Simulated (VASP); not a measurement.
Si:

```
CELL_PARAMETERS angstrom
3.83132 0.00000 0.00000
-1.91566 3.31802 0.00000
0.00000 0.00000 6.33262
ATOMIC_POSITIONS crystal
Si 0.33333 0.66667 0.06301
Si 0.66667 0.33333 0.56301
Si 0.33333 0.66667 0.43699
Si 0.66667 0.33333 0.93699
```

Base run:

```yaml
Program: VASP 6.6.1
Functional: PBE
Potentials_or_basis: VASP PAW PBE potentials, release 64 (Si)
Cutoff: 500 eV
k_mesh: 7 × 7 × 4
Occupations: fermi-dirac, width 0.1 eV
Spin: no spin polarisation
```

Its results: band gap on the k mesh 0.48 eV, indirect (least direct gap 1.03 eV); pressure 1.4 GPa; largest force 0.007 eV/Å.

**Question.** After a change of settings the same cell gave: band gap on the k mesh 0.54 eV, indirect (least direct gap 1.03 eV); pressure 1.5 GPa; largest force 0.013 eV/Å. Which change was it?
A. k mesh from 7 × 7 × 4 to 2 × 2 × 1
B. k mesh from 7 × 7 × 4 to 5 × 5 × 3
C. k mesh from 7 × 7 × 4 to 3 × 3 × 2

**Answer.** B.
